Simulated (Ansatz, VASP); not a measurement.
## CuPdC4N4 in VASP and in Ansatz

INCAR

```
ALGO = Normal ; EDIFF = 1E-6
ENCUT = 520 ; GGA = PE
ISIF = 2 ; ISMEAR = 0
ISPIN = 2 ; LASPH = True
LCHARG = False ; LMAXMIX = 4
LORBIT = 11 ; LREAL = False
LWAVE = False ; MAGMOM = 1 0 0 0 0 0 0 0 0 0
NBANDS = 44 ; NELM = 150
PREC = Accurate ; SIGMA = 0.1
```

The input KPOINTS:

```
k-points
0
Gamma
  4 4 4
```

POSCAR

```
CuPdC4N4
1.0
    5.9086026500      0.0000000000      0.0000000000
    0.0000000000      5.9086026500      0.0000000000
    0.0000000000      0.0000000000      5.9086026500
Cu Pd C N
1 1 4 4
Direct
    0.0000000000      0.0000000000      0.0000000000
    0.5000000000      0.5000000000      0.5000000000
    0.1873167900      0.1873167900      0.1873167900
    0.1873167900      0.8126832100      0.8126832100
    0.8126832100      0.1873167900      0.8126832100
    0.8126832100      0.8126832100      0.1873167900
    0.3016415900      0.3016415900      0.3016415900
    0.3016415900      0.6983584100      0.6983584100
    0.6983584100      0.3016415900      0.6983584100
    0.6983584100      0.6983584100      0.3016415900
```

Input for Ansatz:

```yaml
crystal:
  lattice:
    - [5.90860265, 0.0, 0.0]
    - [0.0, 5.90860265, 0.0]
    - [0.0, 0.0, 5.90860265]
  atoms:
    - { symbol: Cu, position: [0.0, 0.0, 0.0], spin: 1.0 }
    - { symbol: Pd, position: [0.5, 0.5, 0.5] }
    - { symbol: C, position: [0.18731679, 0.18731679, 0.18731679] }
    - { symbol: C, position: [0.18731679, 0.81268321, 0.81268321] }
    - { symbol: C, position: [0.81268321, 0.18731679, 0.81268321] }
    - { symbol: C, position: [0.81268321, 0.81268321, 0.18731679] }
    - { symbol: "N", position: [0.30164159, 0.30164159, 0.30164159] }
    - { symbol: "N", position: [0.30164159, 0.69835841, 0.69835841] }
    - { symbol: "N", position: [0.69835841, 0.30164159, 0.69835841] }
    - { symbol: "N", position: [0.69835841, 0.69835841, 0.30164159] }
basis:
  ecutwfc: 420
kpoints:
  mp_grid: { grid: [4, 4, 4] }
hamiltonian:
  xc: pbe
scf:
  occupations: { method: gaussian, width: 0.1 }
  lower_state_search: "off"
output:
  forces: true
  stress: true
  eigenvalues: true
  populations: true
magnetization:
  spin_polarized: true
```

Alike in both runs: task single point; functional PBE; k mesh 4 × 4 × 4; occupations gaussian, width 0.1 eV; collinear spin.

```csv
,VASP,Ansatz
version,VASP 6.6.1,Ansatz 0.2.0
potentials or method,"VASP PAW PBE potentials, release 64 (Cu, Pd, C, N), cutoff 520 eV","scalar-relativistic, plane waves, PAW"
valence electrons in the cell,57,73
```

VASP gave:

```
gap on the k mesh at the Fermi level (eV)                     : 0.11
least direct gap on the mesh (eV)                             : 0.23
pressure (GPa)                                                : 2.2
rms of the force components (eV/Å)                            : 0.325
net moment per atom (μB)                                      : 0.29
size of the moment on the site where the two differ most (μB) : 1.41
```

What did Ansatz give for the same quantities?

gap on the k mesh at the Fermi level (eV): 0.11; least direct gap on the mesh (eV): 0.23; pressure (GPa): 1.7; rms of the force components (eV/Å): 0.137; net moment per atom (μB): 0.29; size of the moment on the site where the two differ most (μB): 1.16.

Site moments also hang on the region over which each program counts them. Atom by atom the forces differ by 0.190 eV/Å (rms over components). VASP's potentials hold 57 valence electrons a cell and Ansatz's 73, so a difference there can come from the potentials and not from the codes.

Noted on VASP's run: the standard files for N, O and F lose accuracy on very short bonds.
